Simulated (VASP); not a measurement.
A run of VASP 6.6.1:

File INCAR:

```
PREC = Accurate ; ENCUT = 750
EDIFF = 1E-6 ; ISMEAR = 0
SIGMA = 0.01 ; LREAL = F
LASPH = T ; NELM = 200
ALGO = Normal ; ISIF = 2
LWAVE = F ; LCHARG = F
MAGMOM = 0 0 0 0 0 0 ; LORBIT = 11
LSORBIT = T ; GGA_COMPAT = F
LORBMOM = T ; GGA = PS
NBANDS = 22
```

Contents of KPOINTS:

```
regular mesh
0
Gamma
  8 8 8
```

File POSCAR:

```
LiBr
1.0
    2.6517998079      2.6517998079      0.0000000000
   -2.6517998079      2.6517998079      0.0000000000
    0.0000000000      2.6517998079      2.6517998079
Li Br
1 1
Direct
    0.0000000000      0.0000000000      0.0000000000
    0.5000000000      0.5000000000      0.0000000000
```

Potentials or basis: VASP PAW PBE potentials, release 64 (Li_sv, Br).

The run is started by

```bash
$ cat potpaw_PBE.64/Li_sv/POTCAR potpaw_PBE.64/Br/POTCAR > POTCAR
$ mpirun -np 1 vasp_ncl > vasp.out
```

Hardware: 1 thread of Intel(R) Xeon(R) Platinum 8488C (Sapphire Rapids), with other jobs on the host.

Problem. How long does it take, and how much memory?

Solution. Run time: 98 s on 1 thread of Intel(R) Xeon(R) Platinum 8488C (Sapphire Rapids) (shared host), peak memory 0.4 GiB. Counts: scf iterations 12, k points 29.
